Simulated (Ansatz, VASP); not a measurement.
# One calculation of Na, two programs

INCAR

```
SYSTEM = Na
PREC = Accurate
ENCUT = 520
EDIFF = 1E-6
ISMEAR = 0
SIGMA = 0.1
LREAL = .False.
LASPH = .True.
NELM = 100
ALGO = Normal
ISIF = 2
LWAVE = .False.
LCHARG = .True.
GGA = PE
LELF = .True.
LVHAR = .True.
NBANDS = 10
```

Contents of KPOINTS:

```
Automatic mesh
0
Gamma
  8 8 8
  0 0 0
```

File POSCAR:

```
Na
1.0
   -1.9022433733      1.9022433733      1.9022433733
    1.9022433733     -1.9022433733      1.9022433733
    1.9022433733      1.9022433733     -1.9022433733
Na
1
Direct
    0.0000000000      0.0000000000      0.0000000000
```

Input for Ansatz:

```yaml
crystal:
  lattice:
    - [-1.9022433733, 1.9022433733, 1.9022433733]
    - [1.9022433733, -1.9022433733, 1.9022433733]
    - [1.9022433733, 1.9022433733, -1.9022433733]
  atoms:
    - { symbol: Na, position: [0.0, 0.0, 0.0] }
basis:
  ecutwfc: 480
  ecutrho_ratio: 10
kpoints:
  mp_grid: { grid: [8, 8, 8] }
hamiltonian:
  xc: pbe
scf:
  occupations: { method: gaussian, width: 0.1 }
output:
  forces: true
  stress: true
  eigenvalues: true
```

Alike in both runs: task single point; functional PBE; k mesh 8 × 8 × 8; occupations gaussian, width 0.1 eV; no spin polarisation.

```csv
,VASP,Ansatz
version,VASP 6.6.1,Ansatz 0.2.0
potentials or method,"VASP PAW PBE potentials, release 64 (Na_pv), cutoff 520 eV","scalar-relativistic, plane waves, PAW"
valence electrons in the cell,7,9
```

Ansatz gave:

* gap on the k mesh at the Fermi level (eV): none
* pressure (GPa): 4.0

Question: Estimate VASP's values.

Answer: gap on the k mesh at the Fermi level (eV): none; pressure (GPa): 3.9.

A gap of «none» marks a metal or a gap that the smearing closes. VASP's potentials hold 7 valence electrons a cell and Ansatz's 9, so a difference there can come from the potentials and not from the codes.
